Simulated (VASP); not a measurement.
Here is a VASP 6.6.1 calculation.

The input INCAR:

```
SYSTEM = Cu
PREC     = Accurate       ! precision mode
ENCUT    = 520            ! plane-wave cutoff, eV
EDIFF    = 1E-7           ! SCF threshold, eV
ISMEAR   = 0              ! smearing method
SIGMA    = 0.15           ! smearing width, eV
LREAL    = .FALSE.        ! projectors in reciprocal space
LASPH    = .TRUE.         ! aspherical terms in the spheres
NELM     = 100            ! most SCF steps
ALGO     = Fast           ! electronic algorithm
ISIF     = 2              ! what is computed and relaxed
LWAVE    = .FALSE.        ! write WAVECAR
LCHARG   = .FALSE.        ! write CHGCAR
GGA      = PE             ! functional
NBANDS   = 12             ! bands
```

KPOINTS

```
Automatic mesh
0
G
  24 24 24
  0 0 0
```

Contents of POSCAR:

```
Cu
1.0
   -1.3353124121      1.3353124121      1.4131611257
    1.3353124121     -1.3353124121      1.4131611257
    1.3353124121      1.3353124121     -1.4131611257
Cu
1
Direct
    0.0000000000      0.0000000000      0.0000000000
```

Potentials or basis: VASP PAW PBE potentials, release 64 (Cu).

Run with:

```console
$ cat potpaw_PBE.64/Cu/POTCAR > POTCAR
$ mpirun -np 1 vasp_std > vasp.out
```

**Question.** What does it give for the band gap on the k mesh?

**Answer.** Zero (an odd number of electrons rules out a gap without spin polarisation).

**Question.** Predict the pressure.

**Answer.** 38.2 GPa.

Stress tensor (GPa, compression positive):
```
37.85  0.00  0.00
 0.00 37.85  0.00
 0.00  0.00 38.81
```

Caveat: the cell stands under pressure.
